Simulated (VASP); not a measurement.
# CdO (Fm-3m) in VASP: settings compared, part 2 of 2

VASP 6.6.1. The steps go on from the part before.

### Step 3. Single point, PBE-based screened hybrid with 20 % exact exchange

Contents of POSCAR:

```
CdO
1.0
    0.0000000000      2.3481500455      2.3481500455
    2.3481500455      0.0000000000      2.3481500455
    2.3481500455      2.3481500455      0.0000000000
Cd O
1 1
Direct
    0.0000000000      0.0000000000      0.0000000000
    0.5000000000      0.5000000000      0.5000000000
```

Contents of INCAR.step1:

```
PREC = Accurate
ENCUT = 520
EDIFF = 1E-5
ISMEAR = 0
SIGMA = 0.05
LREAL = F
LASPH = T
NELM = 120
ALGO = Normal
ISIF = 2
LWAVE = T
NBANDS = 16
GGA = PE
GGA_COMPAT = F
```

Contents of INCAR.step2:

```
PREC = Accurate
ENCUT = 520
EDIFF = 1E-6
ISMEAR = 0
SIGMA = 0.05
LREAL = F
LASPH = T
NELM = 120
ALGO = Normal
ISIF = 2
LWAVE = F
LCHARG = T
GGA = PE
LHFCALC = T
AEXX = 0.2
HFSCREEN = 0.20787
PRECFOCK = Normal
LELF = T
LVHAR = T
NBANDS = 16
ISTART = 1
GGA_COMPAT = F
```

Contents of KPOINTS:

```
regular mesh
0
Gamma
  6 6 6
```

Potentials or basis: VASP PAW PBE potentials, release 64 (Cd, O).

Started as:

```console
$ cat potpaw_PBE.64/Cd/POTCAR potpaw_PBE.64/O/POTCAR > POTCAR
$ cp INCAR.step1 INCAR
$ mpirun -np 1 vasp_std > vasp.out
$ cp INCAR.step2 INCAR
$ mpirun -np 1 vasp_std > vasp.out
```

OUTCAR:

```text
PREC = Accurate
   ENCUT = 520
   EDIFF = 1E-6
   ISMEAR = 0
   LREAL = F
   LASPH = T
   NELM = 120
   ISIF = 2
   GGA = PE
   LHFCALC = T
   AEXX = 0.2
   HFSCREEN = 0.20787
   PRECFOCK = Normal
   ISTART = 1

 ion  position               nearest neighbor table
   1  0.000  0.000  0.000-   2 2.35   2 2.35   2 2.35   2 2.35   2 2.35   2 2.35
   2  0.500  0.500  0.500-   1 2.35   1 2.35   1 2.35   1 2.35   1 2.35   1 2.35

  LATTYP: Found a face centered cubic cell.
 ALAT       =     4.6963000910

  Lattice vectors:

 A1 = (   0.0000000000,   2.3481500455,   2.3481500455)
 A2 = (   2.3481500455,   0.0000000000,   2.3481500455)
 A3 = (   2.3481500455,   2.3481500455,   0.0000000000)

Analysis of symmetry for initial positions (statically):
=====================================================================
 Subroutine PRICEL returns:
 Original cell was already a primitive cell.

 Routine SETGRP: Setting up the symmetry group for a
 face centered cubic supercell.

 Subroutine GETGRP returns: Found 48 space group operations
 (whereof 48 operations were pure point group operations)
 out of a pool of 48 trial point group operations.

The static configuration has the point symmetry O_h .

Analysis of symmetry for dynamics (positions and initial velocities):
=====================================================================
 Subroutine PRICEL returns:
 Original cell was already a primitive cell.

 Routine SETGRP: Setting up the symmetry group for a
 face centered cubic supercell.

 Subroutine GETGRP returns: Found 48 space group operations
 (whereof 48 operations were pure point group operations)
 out of a pool of 48 trial point group operations.
[... 113 lines left out ...]
  volume/ion in A,a.u.               =      12.95        87.37
  Fermi-wavevector in a.u.,A,eV,Ry     =   1.450206  2.740493 28.614394  2.103099
  Thomas-Fermi vector in A             =   2.567845
   LORBIT       =      0    0 simple, 1 ext, 2 COOP (PROOUT), +10 PAW based schemes
   GGA     = PE    functional components
   LHFCALC =     T    Hartree Fock is set to
   PRECFOCK=normal    Normal, Fast or Accurate (Low or Medium for compatibility)
   ENCUT4O =  -1.0   cutoff for four orbital integrals eV
   NKREDX  =     1    reduce k-point grid by
   NKREDY  =     1    reduce k-point grid by
   NKREDZ  =     1    reduce k-point grid by
   AEXX    =    0.2000 exact exchange contribution
   HFSCREEN=    0.2079 screening length (either q_TF or 0.3 A-1)
   HFSCREENC=   0.2079 screening length for correlation (either q_TF or 0.3 A-1)
   ENCUTFOCK=  -1.0 apply spherical cutoff to Coloumb kernel
   IVDW    =     0    specifies the selected vdW correction
   LEPSILON=     F    determine dielectric tensor
   LRPA    =     F    only Hartree local field effects (RPA)
 non-spin polarized calculation
 Gauss-broadening in eV      SIGMA  =   0.05
  energy-cutoff  :      520.00
  volume of cell :       25.89
 maximum number of plane-waves:       725
 NGX is ok and might be reduce to    28
  NGX = 20; NGY = 20; NGZ = 20

 number of electron      18.0000002 magnetization

 Free energy of the ion-electron system (eV)
  ---------------------------------------------------
  ext. energy  EPLUGINS =         0.00000000
  ---------------------------------------------------
  free energy    TOTEN  =        -9.51846968 eV

  energy without entropy =       -9.51846968  energy(sigma->0) =       -9.51846968

 E-fermi :   1.4525     XC(G=0):  -9.9924

 val. band max:        1.2347373374   @ k =   0.5000   0.0000   0.0000
 cond. band min:       1.8393375461   @ k =   0.0000   0.0000   0.0000
 fundamental gap:      0.6046002087
 Fermi energy:         1.4525380982

 k-point     1 :       0.0000    0.0000    0.0000
  band No.  band energies     occupation
      1     -17.4248      2.00000
      2      -6.1207      2.00000
      3      -6.1207      2.00000
      4      -6.1207      2.00000
      5      -5.8518      2.00000
      6      -5.8518      2.00000
[... 281 lines left out ...]
      3      -6.1555      2.00000
      4      -5.9301      2.00000
      5      -5.4200      2.00000
      6      -5.2240      2.00000
[... 8 lines left out ...]
     15      24.0675      0.00000
     16      27.5806      0.00000

------------------------ aborting loop because EDIFF is reached ----------------------------------------

  FORCE on cell =-STRESS in cart. coord.  units (eV):
  Direction    XX          YY          ZZ          XY          YZ          ZX
  --------------------------------------------------------------------------------------
  -------------------------------------------------------------------------------------
  Total        0.5664355      0.5664355      0.5664355      0.0000000      0.0000000     -0.0000000
  in kB       35.0472172     35.0472172     35.0472172      0.0000000      0.0000000     -0.0000000
  external PRESSURE =      35.0472172 kB  Pullay stress =       0.0000000 kB

 VOLUME and BASIS-vectors are now :
 -----------------------------------------------------------------------------
  energy-cutoff  :      520.00
  volume of cell :       25.89
      direct lattice vectors                 reciprocal lattice vectors
     0.000000000  2.348150046  2.348150046    -0.212933582  0.212933582  0.212933582
     2.348150046  0.000000000  2.348150046     0.212933582 -0.212933582  0.212933582
     2.348150046  2.348150046  0.000000000     0.212933582  0.212933582 -0.212933582

 POSITION                                       TOTAL-FORCE (eV/Angst)
 -----------------------------------------------------------------------------------
      0.00000      0.00000      0.00000        -0.000000      0.000000     -0.000000
      2.34815      2.34815      2.34815         0.000000     -0.000000      0.000000
 -----------------------------------------------------------------------------------
    total drift:                               -0.000000     -0.000000     -0.000000

  FREE ENERGIE OF THE ION-ELECTRON SYSTEM (eV)
  ---------------------------------------------------
  free  energy   TOTEN  =        -9.5184696841 eV

  energy  without entropy=       -9.5184696840  energy(sigma->0) =       -9.51846968
```

OUTCAR.step1:

```text
PREC = Accurate
   ENCUT = 520
   EDIFF = 1E-5
   ISMEAR = 0
   LREAL = F
   LASPH = T
[... 514 lines left out ...]
 -----------------------------------------------------------------------------------
      0.00000      0.00000      0.00000        -0.000000     -0.000000     -0.000000
      2.34815      2.34815      2.34815         0.000000      0.000000      0.000000
 -----------------------------------------------------------------------------------
    total drift:                                0.000000      0.000000      0.000000

  FREE ENERGIE OF THE ION-ELECTRON SYSTEM (eV)
  ---------------------------------------------------
  free  energy   TOTEN  =        -7.6942494334 eV

  energy  without entropy=       -7.6937051432  energy(sigma->0) =       -7.69397729
```

OSZICAR.step1:

```text
N       E                     dE             d eps       ncg     rms          rms(c)
DAV:   1     0.115324928021E+03    0.11532E+03   -0.10470E+04   536   0.116E+03
DAV:   2    -0.611300898754E+01   -0.12144E+03   -0.10962E+03   584   0.285E+02
DAV:   3    -0.949681659106E+01   -0.33838E+01   -0.33783E+01   608   0.530E+01
DAV:   4    -0.950471363633E+01   -0.78970E-02   -0.78969E-02   656   0.251E+00
DAV:   5    -0.950473552503E+01   -0.21889E-04   -0.21889E-04   600   0.117E-01    0.106E+01
DAV:   6    -0.775044874785E+01    0.17543E+01   -0.49120E+00   648   0.373E+01    0.931E+00
DAV:   7    -0.771385555614E+01    0.36593E-01   -0.70155E-01   528   0.782E+00    0.475E+00
DAV:   8    -0.769753481621E+01    0.16321E-01   -0.94191E-02   528   0.270E+00    0.744E-01
DAV:   9    -0.769413257121E+01    0.34022E-02   -0.76141E-03   608   0.912E-01    0.109E-01
DAV:  10    -0.769421873265E+01   -0.86161E-04   -0.83510E-04   544   0.302E-01    0.390E-02
DAV:  11    -0.769425362184E+01   -0.34889E-04   -0.53704E-05   552   0.735E-02    0.206E-02
DAV:  12    -0.769424943344E+01    0.41884E-05   -0.97570E-06   416   0.323E-02
   1 F= -.76942494E+01 E0= -.76939773E+01  d E =-.544290E-03
```

Wall time 24 min (1 thread of Intel Xeon Platinum 8488C (Sapphire Rapids), shared host); peak memory 0.26 GiB.

What came out:

```
Free energy            : -9.5185 eV
Pressure               : 3.5 GPa
Band gap on the k mesh : 0.60 eV (least direct gap 1.96 eV)
```

Levels at points of the mesh, in eV from the valence-band top:
```
           k point  band 5  band 6  band 7  band 8  band 9  band 10  band 11  band 12  band 13  band 14
(0.00, 0.00, 0.00)   -7.09   -7.09   -1.35   -1.35   -1.35     0.60    16.24    18.43    18.43    18.43
(0.50, 0.00, 0.00)   -6.80   -6.80   -4.07    0.00    0.00     5.59     8.94    13.41    13.41    19.29
(0.50, 0.50, 0.00)   -6.65   -6.35   -4.56   -2.42   -2.42     5.26    10.08    12.40    15.09    15.09
```

Caveat: the cell stands under pressure; the PAW data sets were made with another functional, which shifts forces and pressure a little. A k mesh can miss the band edges.

### Step 4. Single point, PBE

Contents of INCAR:

```
ALGO = Normal
EDIFF = 1E-6
ENCUT = 700
GGA = PE
GGA_COMPAT = F
ISIF = 2
ISMEAR = 0
LASPH = T
LCHARG = F
LREAL = F
LWAVE = F
NBANDS = 20
NELM = 120
PREC = Accurate
SIGMA = 0.05
```

Contents of KPOINTS:

```
k-points
0
Gamma
  8 8 8
```

POSCAR is that of step 3.

Potentials or basis: VASP PAW PBE potentials, release 64 (Cd_sv_GW, O).

Started as:

```console
$ cat potpaw_PBE.64/Cd_sv_GW/POTCAR potpaw_PBE.64/O/POTCAR > POTCAR
$ mpirun -np 1 vasp_std > vasp.out
```

It took 26 s on 1 thread of Intel Xeon Platinum 8259CL at 2.50GHz (Skylake/Cascade Lake), shared host; peak memory 0.19 GiB.

The run converged. Its results:

- Free energy: -7.8112 eV
- Pressure: 6.2 GPa
- Band gap on the k mesh: zero (bands 13 and 14 overlap by 0.41 eV)

Levels at points of the mesh, in eV from the Fermi level:
| k point | band 10 | band 11 | band 12 | band 13 | band 14 | band 15 | band 16 | band 17 |
| --- | --- | --- | --- | --- | --- | --- | --- | --- |
| (0.00, 0.00, 0.00) | -6.44 | -1.41 | -1.41 | -1.41 | -0.45 | 14.48 | 17.01 | 17.01 |
| (0.50, 0.00, 0.00) | -6.19 | -3.85 | -0.04 | -0.04 | 4.40 | 7.30 | 11.86 | 11.86 |
| (0.50, 0.50, 0.00) | -5.74 | -4.37 | -2.37 | -2.37 | 3.88 | 8.49 | 11.20 | 13.29 |

Caveat: the cell stands under pressure; semilocal functionals underestimate gaps, and a narrow one can read as zero.

### Step 5. Summary

```csv
level,potentials or basis,k mesh,cutoff (eV),grid for exact exchange (PRECFOCK),share of exact exchange,screening parameter,gap on the mesh (eV),pressure (GPa)
r2SCAN-based global hybrid with 15 % exact exchange,"VASP PAW PBE potentials, release 64 (Cd, O)",6 × 6 × 6,580,Normal,0.15,-,1.19,0.6
PBE-based screened hybrid with 20 % exact exchange,"VASP PAW PBE potentials, release 64 (Cd, O)",6 × 6 × 6,520,Normal,0.2,0.20787 1/Å,0.60,3.5
PBE,"VASP PAW PBE potentials, release 64 (Cd_sv_GW, O)",8 × 8 × 8,700,-,-,-,none,6.2
```

Alike in all rows: task single point; no spin polarisation; cell as given; smearing gaussian 0.05 eV.

Caveats: the PAW data sets were made with another functional, which shifts forces and pressure a little (at least some runs); the cell stands under pressure (at least some runs); semilocal functionals underestimate gaps, and a narrow one can read as zero (at least some runs).

Total energies depend on the potentials used, so only differences within one code and one set of settings carry meaning.

The gap in the log of VASP goes by the Fermi energy; the results here count the filled bands.